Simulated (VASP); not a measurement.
# Al3Ru4 in VASP: single point with PBEsol

Aim: the single point of Al3Ru4 with PBEsol.

All numbers are computed with VASP 6.6.1; they aren't measurements. Logs are shortened: lines on timing, memory, paths and dates and some standing lists are left out, and cuts for length are marked.

## 1. The cell of the first run

The cell holds a slab with vacuum, 7 atoms: a = 2.976 Å, b = 2.976 Å, c = 25.929 Å, α = 90.00°, β = 90.00°, γ = 90.00°.

## 2. Single point, PBEsol

File INCAR:

```
PREC     = Accurate       # precision mode
ENCUT    = 520            # plane-wave cutoff, eV
EDIFF    = 1E-6           # SCF threshold, eV
ISMEAR   = 0              # smearing method
SIGMA    = 0.1            # smearing width, eV
LREAL    = False          # projectors in reciprocal space
LASPH    = True           # aspherical terms in the spheres
NELM     = 60             # most SCF steps
ALGO     = Normal         # electronic algorithm
ISIF     = 2              # what is computed and relaxed
LWAVE    = False          # write WAVECAR
LCHARG   = True           # write CHGCAR
LDIPOL   = True         
IDIPOL   = 3            
DIPOL    = 0.5 0.5 0.499
GGA      = PS             # functional
LELF     = True           # ELF
LVHAR    = True         
LVACPOTAV= True         
NBANDS   = 42             # bands
```

File KPOINTS:

```
Automatic mesh
0
Gamma
  10 10 1
```

File POSCAR:

```
Al3Ru4
1.0
    2.9764078218      0.0000000000      0.0000000000
    0.0000000000      2.9764078218      0.0000000000
    0.0000000000      0.0000000000     25.9292234653
Ru Al
4 3
Direct
    0.5000000000      0.5000000000      0.3278154477
    0.5000000000      0.5000000000      0.4426051492
    0.5000000000      0.5000000000      0.5559671653
    0.5000000000      0.5000000000      0.6668971343
    0.0000000000      0.0000000000      0.3852102985
    0.0000000000      0.0000000000      0.4991047710
    0.0000000000      0.0000000000      0.6128916908
```

Potentials or basis: VASP PAW PBE potentials, release 64 (Ru_pv, Al).

On the command line:

```bash
> cat potpaw_PBE.64/Ru_pv/POTCAR potpaw_PBE.64/Al/POTCAR > POTCAR
> mpirun -np 1 vasp_std > vasp.out
```

OUTCAR:

```text
PREC = Accurate
   ENCUT = 520
   EDIFF = 1E-6
   ISMEAR = 0
   LREAL = False
   LASPH = True
   NELM = 60
   ISIF = 2
   GGA = PS

 ion  position               nearest neighbor table
   1  0.500  0.500  0.328-   5 2.58   5 2.58   5 2.58   5 2.58   2 2.98
   2  0.500  0.500  0.443-   6 2.56   6 2.56   6 2.56   6 2.56   5 2.58   5 2.58   5 2.58   5 2.58
                             3 2.94   1 2.98
   3  0.500  0.500  0.556-   6 2.57   6 2.57   6 2.57   6 2.57   7 2.57   7 2.57   7 2.57   7 2.57
                             4 2.88   2 2.94
   4  0.500  0.500  0.667-   7 2.53   7 2.53   7 2.53   7 2.53   3 2.88
   5  0.000  0.000  0.385-   2 2.58   2 2.58   2 2.58   2 2.58   1 2.58   1 2.58   1 2.58   1 2.58
                             6 2.95
   6  0.000  0.000  0.499-   2 2.56   2 2.56   2 2.56   2 2.56   3 2.57   3 2.57   3 2.57   3 2.57
                             7 2.95   5 2.95
   7  0.000  0.000  0.613-   4 2.53   4 2.53   4 2.53   4 2.53   3 2.57   3 2.57   3 2.57   3 2.57
                             6 2.95

  LATTYP: Found a simple tetragonal cell.
 ALAT       =     2.9764078218
 C/A-ratio  =     8.7115828938

  Lattice vectors:

 A1 = (   2.9764078218,   0.0000000000,   0.0000000000)
 A2 = (   0.0000000000,   2.9764078218,   0.0000000000)
 A3 = (   0.0000000000,   0.0000000000,  25.9292234653)

Analysis of symmetry for initial positions (statically):
=====================================================================
 Subroutine PRICEL returns:
 Original cell was already a primitive cell.

 Routine SETGRP: Setting up the symmetry group for a
 simple tetragonal supercell.

 Subroutine GETGRP returns: Found  8 space group operations
 (whereof  8 operations were pure point group operations)
 out of a pool of 16 trial point group operations.

The static configuration has the point symmetry C_4v.

Analysis of symmetry for dynamics (positions and initial velocities):
=====================================================================
 Subroutine PRICEL returns:
 Original cell was already a primitive cell.

 Routine SETGRP: Setting up the symmetry group for a
 simple tetragonal supercell.

 Subroutine GETGRP returns: Found  8 space group operations
 (whereof  8 operations were pure point group operations)
 out of a pool of 16 trial point group operations.

The dynamic configuration has the point symmetry C_4v.

 Subroutine INISYM returns: Found  8 space group operations
 (whereof  8 operations are pure point group operations),
 and found     1 'primitive' translations

----------------------------------------------------------------------------------------

                                     Primitive cell

  volume of cell :     229.7071

  direct lattice vectors                    reciprocal lattice vectors
     2.976407822  0.000000000  0.000000000     0.335975464  0.000000000  0.000000000
     0.000000000  2.976407822  0.000000000     0.000000000  0.335975464  0.000000000
     0.000000000  0.000000000 25.929223465     0.000000000  0.000000000  0.038566523

  length of vectors
     2.976407822  2.976407822 25.929223465     0.335975464  0.335975464  0.038566523

  position of ions in fractional coordinates (direct lattice)
     0.500000000  0.500000000  0.327815448
     0.500000000  0.500000000  0.442605149
     0.500000000  0.500000000  0.555967165
     0.500000000  0.500000000  0.666897134
     0.000000000  0.000000000  0.385210298
     0.000000000  0.000000000  0.499104771
     0.000000000  0.000000000  0.612891691

  ion indices of the primitive-cell ions
   primitive index   ion index
                 1           1
                 2           2
                 3           3
                 4           4
                 5           5
                 6           6
                 7           7

----------------------------------------------------------------------------------------

 KPOINTS: Automatic mesh

Automatic generation of k-mesh.
 Grid dimensions read from file:
 generate k-points for:   10   10    1

 Generating k-lattice:

  Cartesian coordinates                     Fractional coordinates (reciprocal lattice)
     0.033597546  0.000000000  0.000000000     0.100000000  0.000000000  0.000000000
     0.000000000  0.033597546  0.000000000     0.000000000  0.100000000  0.000000000
     0.000000000  0.000000000  0.038566523     0.000000000  0.000000000  1.000000000

  Length of vectors
     0.033597546  0.033597546  0.038566523

  Shift w.r.t. Gamma in fractional coordinates (k-lattice)
     0.000000000  0.000000000  0.000000000

 Subroutine IBZKPT returns following result:
 ===========================================

 Found     21 irreducible k-points:

 Following reciprocal coordinates:
            Coordinates               Weight
  0.000000  0.000000  0.000000      1.000000
  0.100000  0.000000  0.000000      4.000000
  0.200000  0.000000  0.000000      4.000000
  0.300000  0.000000  0.000000      4.000000
  0.400000  0.000000  0.000000      4.000000
  0.500000  0.000000  0.000000      2.000000
[... 13 lines left out ...]
  0.500000  0.400000  0.000000      4.000000
  0.500000  0.500000  0.000000      1.000000
   k-points           NKPTS =     21   k-points in BZ     NKDIM =     21   number of bands    NBANDS=     42
   number of dos      NEDOS =    301   number of ions     NIONS =      7
   total plane-waves  NPLWV = 112896
   dimension x,y,z NGX =    24 NGY =   24 NGZ =  196
   dimension x,y,z NGXF=    48 NGYF=   48 NGZF=  392
   ions per type =               4   3
   NGX,Y,Z   is equivalent  to a cutoff of  13.41, 13.41, 12.57 a.u.
   NGXF,Y,Z  is equivalent  to a cutoff of  26.81, 26.81, 25.13 a.u.
 SYSTEM =  unknown system
   PREC   = accura    normal or accurate (medium, high low for compatibility)
   ISTART =      0    job   : 0-new  1-cont  2-samecut
   ICHARG =      2    charge: 1-file 2-atom 10-const
   ISPIN  =      1    spin polarized calculation?
   LNONCOLLINEAR =      F non collinear calculations
   LSORBIT =      F    spin-orbit coupling
   LASPH  =      T    aspherical Exc in radial PAW
   ENCUT  =  520.0 eV  38.22 Ry    6.18 a.u.   5.53  5.53 48.21*2*pi/ulx,y,z
   NELM   =     60;   NELMIN=  2; NELMDL= -5     # of ELM steps
   EDIFF  = 0.1E-05   stopping-criterion for ELM
   LREAL  =      F    real-space projection
   EDIFFG = 0.1E-04   stopping-criterion for IOM
   NSW    =      0    number of steps for IOM
   IBRION =     -1    ionic relax: 0-MD 1-quasi-New 2-CG
   NFREE  =      0    steps in history (QN), initial steepest desc. (CG)
   ISIF   =      2    stress and relaxation
   ISYM   =      2    0-nonsym 1-usesym 2-fastsym
   POTIM  = 0.5000    time-step for ionic-motion
   TEBEG  =    0.0;   TEEND  =   0.0 temperature during run
   PSTRESS=    0.0 pullay stress
   NELECT =      65.0000    total number of electrons
   NUPDOWN=      -1.0000    fix difference up-down
   EMIN   =  10.00;   EMAX   =-10.00  energy-range for DOS
   EFERMI =   0.00;   METHOD = LEGACY
   ISMEAR =     0;   SIGMA  =   0.10  broadening in eV -4-tet -1-fermi 0-gaus
   EFERMI_NEDOS =   21; number of points for ismear=-14 and -15
   IALGO  =     38    algorithm
   IMIX   =      4    mixing-type and parameters
     AMIX     =   0.40;   BMIX     =  1.00
     AMIX_MAG =   1.60;   BMIX_MAG =  1.00
  volume/ion in A,a.u.               =      32.82       221.45
  Fermi-wavevector in a.u.,A,eV,Ry     =   1.074784  2.031047 15.716912  1.155160
  Thomas-Fermi vector in A             =   2.210622
   LORBIT       =      0    0 simple, 1 ext, 2 COOP (PROOUT), +10 PAW based schemes
   GGA     = PS    functional components
   LHFCALC =     F    Hartree Fock is set to
   AEXX    =    0.0000 exact exchange contribution
   IVDW    =     0    specifies the selected vdW correction
   LEPSILON=     F    determine dielectric tensor
   LRPA    =     F    only Hartree local field effects (RPA)
 non-spin polarized calculation
 Gauss-broadening in eV      SIGMA  =   0.10
  energy-cutoff  :      520.00
  volume of cell :      229.71
 maximum number of plane-waves:      6249
 NGX is ok and might be reduce to    24
   NGX = 11   NGY = 11   NGZ = 97

 dipolmoment           0.000000      0.000000      0.000586 electrons x Angstroem

 number of electron      64.9999986 magnetization

 dipolmoment           0.000000      0.000000     -0.002694 electrons x Angstroem

 Free energy of the ion-electron system (eV)
  ---------------------------------------------------
  ext. energy  EPLUGINS =         0.00000000
  ---------------------------------------------------
  free energy    TOTEN  =       -52.34786382 eV

  energy without entropy =      -52.31480220  energy(sigma->0) =      -52.33133301

 E-fermi :   1.8032     XC(G=0):  -6.0481

 val. band max:        1.7986438048   @ k =   0.5000   0.0000   0.0000
 cond. band min:       1.8118332567   @ k =   0.1000   0.0000   0.0000
 fundamental gap:      0.0131894518
 Fermi energy:         1.8031756371

 k-point     1 :       0.0000    0.0000    0.0000
  band No.  band energies     occupation
      1     -40.2303      2.00000
      2     -40.1075      2.00000
      3     -39.9892      2.00000
      4     -39.9892      2.00000
      5     -39.9590      2.00000
      6     -39.9590      2.00000
[... 34 lines left out ...]
     41       6.3518      0.00000
     42       7.3453      0.00000

 k-point     2 :       0.1000    0.0000    0.0000
  band No.  band energies     occupation
      1     -40.2277      2.00000
      2     -40.1052      2.00000
      3     -40.0105      2.00000
      4     -39.9873      2.00000
      5     -39.9801      2.00000
      6     -39.9571      2.00000
[... 34 lines left out ...]
     41       6.5313      0.00000
     42       7.5610      0.00000

 k-point     3 :       0.2000    0.0000    0.0000
  band No.  band energies     occupation
      1     -40.2209      2.00000
      2     -40.0995      2.00000
      3     -40.0659      2.00000
      4     -40.0350      2.00000
      5     -39.9825      2.00000
      6     -39.9523      2.00000
[... 762 lines left out ...]
      4     -40.1531      2.00000
      5     -40.1307      2.00000
      6     -40.0645      2.00000
[... 34 lines left out ...]
     41       6.5861      0.00000
     42       7.2091      0.00000

 k-point    21 :       0.5000    0.5000    0.0000
  band No.  band energies     occupation
      1     -40.1820      2.00000
      2     -40.1820      2.00000
      3     -40.1795      2.00000
      4     -40.1506      2.00000
      5     -40.1506      2.00000
      6     -40.0624      2.00000
[... 34 lines left out ...]
     41       6.4421      0.00000
     42       6.5981      0.00000

------------------------ aborting loop because EDIFF is reached ----------------------------------------

  FORCE on cell =-STRESS in cart. coord.  units (eV):
  Direction    XX          YY          ZZ          XY          YZ          ZX
  --------------------------------------------------------------------------------------
  -------------------------------------------------------------------------------------
  Total       -5.1794694     -5.1794694     -1.2862686      0.0000000      0.0000000     -0.0000000
  in kB      -36.1261324    -36.1261324     -8.9715582      0.0000000      0.0000000     -0.0000000
  external PRESSURE =     -27.0746077 kB  Pullay stress =       0.0000000 kB

 VOLUME and BASIS-vectors are now :
 -----------------------------------------------------------------------------
  energy-cutoff  :      520.00
  volume of cell :      229.71
      direct lattice vectors                 reciprocal lattice vectors
     2.976407822  0.000000000  0.000000000     0.335975464  0.000000000  0.000000000
     0.000000000  2.976407822  0.000000000     0.000000000  0.335975464  0.000000000
     0.000000000  0.000000000 25.929223465     0.000000000  0.000000000  0.038566523

 POSITION                                       TOTAL-FORCE (eV/Angst)
 -----------------------------------------------------------------------------------
      1.48820      1.48820      8.50000         0.000000     -0.000000      0.613375
      1.48820      1.48820     11.47641         0.000000      0.000000     -0.271381
      1.48820      1.48820     14.41580         0.000000      0.000000      0.006521
      1.48820      1.48820     17.29212         0.000000     -0.000000      0.012788
      0.00000      0.00000      9.98820        -0.000000     -0.000000     -0.355324
      0.00000      0.00000     12.94140         0.000000     -0.000000     -0.000089
      0.00000      0.00000     15.89181        -0.000000     -0.000000     -0.005890
 -----------------------------------------------------------------------------------
    total drift:                                0.000000     -0.000000      0.000059

  FREE ENERGIE OF THE ION-ELECTRON SYSTEM (eV)
  ---------------------------------------------------
  free  energy   TOTEN  =       -52.3478638201 eV

  energy  without entropy=      -52.3148022011  energy(sigma->0) =      -52.33133301

 vacuum level on the upper side and lower side of the slab         6.254         6.309
```

It took 3.1 min on 1 thread of Intel Xeon 6975P-C (Granite Rapids), shared host; peak memory 0.43 GiB.

Results:

```yaml
Free_energy: -52.3479 eV
Largest_force: 0.613 eV/Å
```

Forces on the atoms (eV/Å):
```
Ru   0.000  0.000  0.613
Ru   0.000  0.000 -0.271
Ru   0.000  0.000  0.007
Ru   0.000  0.000  0.013
Al   0.000  0.000 -0.355
Al   0.000  0.000  0.000
Al   0.000  0.000 -0.006
```

Caveat: the PAW data sets were made with another functional, which shifts forces and pressure a little.
